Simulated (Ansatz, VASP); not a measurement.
# Be in VASP and in Ansatz

```
Be
1.0
     3.64411    0.00000    0.00000
     0.00000    3.64411    0.00000
     0.00000    0.00000    2.21875
Be
4
Cartesian
  1.0838 1.0838 0.0000
  2.5603 2.5603 0.0000
  0.7383 2.9058 1.1094
  2.9058 0.7383 1.1094
```

Alike in both runs: task single point; functional PBEsol; k mesh 6 × 6 × 10; occupations gaussian, width 0.1 eV; no spin polarisation.

|  | VASP | Ansatz |
| --- | --- | --- |
| version | VASP 6.6.1 | Ansatz 0.2.0 |
| potentials or method | VASP PAW PBE potentials, release 64 (Be), cutoff 520 eV | plane waves, PAW |
| valence electrons in the cell | 8 | 8 |

VASP gave:

| Property | Result |
| --- | --- |
| pressure (GPa) | 10.7 |
| traceless stress, the component that is largest in VASP (GPa) | 1.93 |

Task: Estimate Ansatz's values.

Result: Pressure (GPa): 10.2; traceless stress, the component that is largest in VASP (GPa): 1.94.

VASP's potentials were made for PBE, not for PBEsol.
